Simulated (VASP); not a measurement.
A run of VASP 6.6.1:

INCAR

```
PREC = Accurate ; ENCUT = 520
EDIFF = 1E-6 ; ISMEAR = -1
SIGMA = 0.05 ; LREAL = False
LASPH = True ; NELM = 100
ALGO = Normal ; ISIF = 2
LWAVE = False ; LCHARG = True
GGA = PS ; LELF = True
LVHAR = True ; NBANDS = 24
```

Contents of KPOINTS:

```
regular mesh
0
Gamma
  7 7 7
```

The input POSCAR:

```
KMgF3
1.0
    3.9859000000      0.0000000000      0.0000000000
    0.0000000000      3.9859000000      0.0000000000
    0.0000000000      0.0000000000      3.9859000000
K Mg F
1 1 3
Direct
    0.5000000000      0.5000000000      0.5000000000
    0.0000000000      0.0000000000      0.0000000000
    0.0000000000      0.0000000000      0.5000000000
    0.0000000000      0.5000000000      0.0000000000
    0.5000000000      0.0000000000      0.0000000000
```

Potentials or basis: VASP PAW PBE potentials, release 64 (K_sv, Mg, F).

Launch:

```sh
$ cat potpaw_PBE.64/K_sv/POTCAR potpaw_PBE.64/Mg/POTCAR potpaw_PBE.64/F/POTCAR > POTCAR
$ mpirun -np 1 vasp_std > vasp.out
```

Hardware: 1 thread of Intel Xeon 8259CL (shared host).

Estimate the wall time of this run.

It took 30 s on 1 thread of Intel Xeon 8259CL, with other jobs on the host, peak memory 0.18 GiB. Counts: scf iterations 13, k points 20.
